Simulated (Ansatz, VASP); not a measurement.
## One calculation of PtWSe4, two programs

File INCAR:

```
PREC = Accurate
ENCUT = 600
EDIFF = 1E-7
ISMEAR = 0
SIGMA = 0.1
LREAL = False
LASPH = True
NELM = 60
ALGO = Normal
ISIF = 3
LWAVE = False
LCHARG = False
GGA = PE
IBRION = 2
NSW = 100
EDIFFG = -0.01
```

Contents of KPOINTS:

```
regular mesh
0
Gamma
  8 8 6
```

The input POSCAR:

```
PtWSe4
1.0
    4.3842748246      0.0000000000      0.0000000000
    0.0000000000      4.3842748246      0.0000000000
    0.0000000000      0.0000000000      6.2390195631
Pt W Se
1 1 4
Direct
    0.5000000000      0.5000000000      0.0000000000
    0.0000000000      0.0000000000      0.5000000000
    0.5000000000      0.0000000000      0.2596212256
    0.5000000000      0.0000000000      0.7403787744
    0.0000000000      0.5000000000      0.7403787744
    0.0000000000      0.5000000000      0.2596212256
```

Input for Ansatz:

```yaml
crystal:
  lattice:
    - [4.3842748246, 0.0, 0.0]
    - [0.0, 4.3842748246, 0.0]
    - [0.0, 0.0, 6.2390195631]
  atoms:
    - { symbol: Pt, position: [0.5, 0.5, 0.0] }
    - { symbol: W, position: [0.0, 0.0, 0.5] }
    - { symbol: Se, position: [0.5, 0.0, 0.2596212256] }
    - { symbol: Se, position: [0.5, 0.0, 0.7403787744] }
    - { symbol: Se, position: [0.0, 0.5, 0.7403787744] }
    - { symbol: Se, position: [0.0, 0.5, 0.2596212256] }
basis:
  ecutwfc: 420
kpoints:
  mp_grid: { grid: [8, 8, 6] }
hamiltonian:
  xc: pbe
scf:
  occupations: { method: gaussian, width: 0.1 }
output:
  forces: true
  stress: true
  eigenvalues: true
relax:
  adjacent_minimum: "off"
  f_tol: 0.01
  max_steps: 80
  cell: { stress_tol: 0.05 }
```

Change from the starting cell: species swapped into the CaSnF4 type (P4/mmm, No. 123).

Alike in both runs: task relaxation of cell and atoms; functional PBE; k mesh 8 × 8 × 6; occupations gaussian, width 0.1 eV; no spin polarisation.

|  | VASP | Ansatz |
| --- | --- | --- |
| version | VASP 6.6.1 | Ansatz 0.2.0 |
| potentials or method | VASP PAW PBE potentials, release 64 (Pt, W_sv, Se), cutoff 600 eV | scalar-relativistic, plane waves, PAW |
| valence electrons in the cell | 48 | 96 |

```csv
,VASP,Ansatz,Ansatz less VASP
"gap on the k mesh at the Fermi level, each at its own relaxed structure (eV)",none,none,-
relaxed volume (Å³/atom),20.03,20.01,-0.018
relaxed length of the cell vector where the two differ most in proportion (Å),6.252,6.250,-0.0026
```

A gap of «none» marks a metal or a gap that the smearing closes. VASP's potentials hold 48 valence electrons a cell and Ansatz's 96, so a difference there can come from the potentials and not from the codes.

Neither program's run includes spin-orbit coupling.
